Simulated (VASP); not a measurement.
Here is a VASP 6.6.1 calculation.

Contents of INCAR:

```
PREC     = Accurate       # precision mode
ENCUT    = 520            # plane-wave cutoff, eV
EDIFF    = 1E-6           # SCF threshold, eV
ISMEAR   = 0              # smearing method
SIGMA    = 0.017          # smearing width, eV
LREAL    = F              # projectors in reciprocal space
LASPH    = T              # aspherical terms in the spheres
NELM     = 100            # most SCF steps
ALGO     = Normal         # electronic algorithm
ISIF     = 2              # what is computed and relaxed
LWAVE    = F              # write WAVECAR
LCHARG   = T              # write CHGCAR
GGA      = PE             # functional
LELF     = T              # ELF
LVHAR    = T            
NBANDS   = 8              # bands
```

File KPOINTS:

```
Automatic mesh
0
Gamma
  10 10 10
```

File POSCAR:

```
As
1.0
    2.7036817444      0.0000000000      0.0000000000
    0.0000000000      2.7036817444      0.0000000000
    0.0000000000      0.0000000000      2.7036817444
As
1
Direct
    0.5000000000      0.5000000000      0.5000000000
```

Potentials or basis: VASP PAW PBE potentials, release 64 (As).

Launch:

```bash
$ cat potpaw_PBE.64/As/POTCAR > POTCAR
$ mpirun -np 1 vasp_std > vasp.out
```

Q: Estimate the pressure.

A: 2.5 GPa.
